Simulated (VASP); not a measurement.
V: single point with PBE+U

The system is V.

```
V
1.0
    -1.50846    1.50846    1.50846
     1.50846   -1.50846    1.50846
     1.50846    1.50846   -1.50846
V
1
Direct
  0.00000 0.00000 0.00000
```

- Program: VASP 6.6.1
- Task: single point
- Functional: PBE
- Potentials or basis: VASP PAW PBE potentials, release 64 (V_sv)
- Cutoff: 500 eV
- k mesh: 13 × 13 × 13
- Occupations: methfessel-paxton, width 0.05 eV
- Spin: collinear spin, ferromagnetic start
- Starting moments: [2.0] μB
- Hubbard terms: V d U = 6.7 eV

| Quantity | Value |
| --- | --- |
| Pressure | 62.7 GPa |
| Net moment | 2.45 μB per cell |
| Site moments | V +2.28 μB |
| Valence electrons inside the program's atomic spheres | V 11.67 |

Levels at points of the mesh, in eV from the Fermi level:
Spin up:
| k point | band 4 | band 5 | band 6 | band 7 | band 8 | band 9 | band 10 | band 11 | band 12 | band 13 |
| --- | --- | --- | --- | --- | --- | --- | --- | --- | --- | --- |
| (0.00, 0.00, 0.00) | -38.74 | -8.52 | -3.68 | -3.68 | -3.68 | 3.36 | 3.36 | 18.29 | 18.29 | 18.29 |
Spin down:
```tsv
k point	band 3	band 4	band 5	band 6	band 7	band 8
(0.00, 0.00, 0.00)	-36.63	-36.63	-7.54	3.86	3.86	3.86
```

Eigenvalues of the final occupation matrices:
```tsv
site	spin	trace	eigenvalues
site 1 d	1	2.66	0.13 0.13 0.80 0.80 0.80
site 1 d	2	0.42	0.04 0.04 0.04 0.16 0.16
```

Wall time 56 s on 1 thread of Intel Xeon 6975P-C, on a shared host, peak memory 0.15 GiB.

Caveat: the U is typed as a test and isn't derived for this compound. The state reached can hang on the start; a lower one may exist.
